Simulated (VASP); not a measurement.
A run of VASP 6.6.1 is set up as follows.

File INCAR:

```
SYSTEM = Ge
ALGO     = Normal         ! electronic algorithm
EDIFF    = 1E-6           ! SCF threshold, eV
ENCUT    = 520            ! plane-wave cutoff, eV
GGA      = PS             ! functional
ISIF     = 2              ! what is computed and relaxed
ISMEAR   = 0              ! smearing method
LASPH    = .True.         ! aspherical terms in the spheres
LCHARG   = .False.        ! write CHGCAR
LREAL    = .False.        ! projectors in reciprocal space
LWAVE    = .False.        ! write WAVECAR
NBANDS   = 21             ! bands
NELM     = 60             ! most SCF steps
PREC     = Accurate       ! precision mode
SIGMA    = 0.15           ! smearing width, eV
```

Contents of KPOINTS:

```
k-points
0
Gamma
  18 18 10
  0 0 0
```

The input POSCAR:

```
Ge
1.0
    1.4880529250     -2.5946896100      0.0000000000
    1.4880529250      2.5946896100      0.0000000000
    0.0000000000      0.0000000000      4.7275957900
Ge
2
Direct
    0.6087429870      0.3912570130      0.1865427982
    0.3334466300      0.6665533700      0.7500000000
```

Potentials or basis: VASP PAW PBE potentials, release 64 (Ge_d).

Launch:

```console
$ cat potpaw_PBE.64/Ge_d/POTCAR > POTCAR
$ mpirun -np 1 vasp_std > vasp.out
```

Estimate the band gap on the k mesh.

zero (bands 14 and 15 overlap by 9.10 eV).

Estimate the pressure.

4.1 GPa.

Estimate the largest force.

1.134 eV/Å.

Forces on the atoms (eV/Å):
```
Ge   0.000 -0.215  1.114
Ge   0.000  0.215 -1.114
```

Caveat: the cell differs from its parent crystal (atom 1 (Ge) moved by (+0.300, -0.300) A along y and z); the stress differs along the axes, from 1 to 7 GPa; the PAW data sets were made with another functional, which shifts forces and pressure a little.
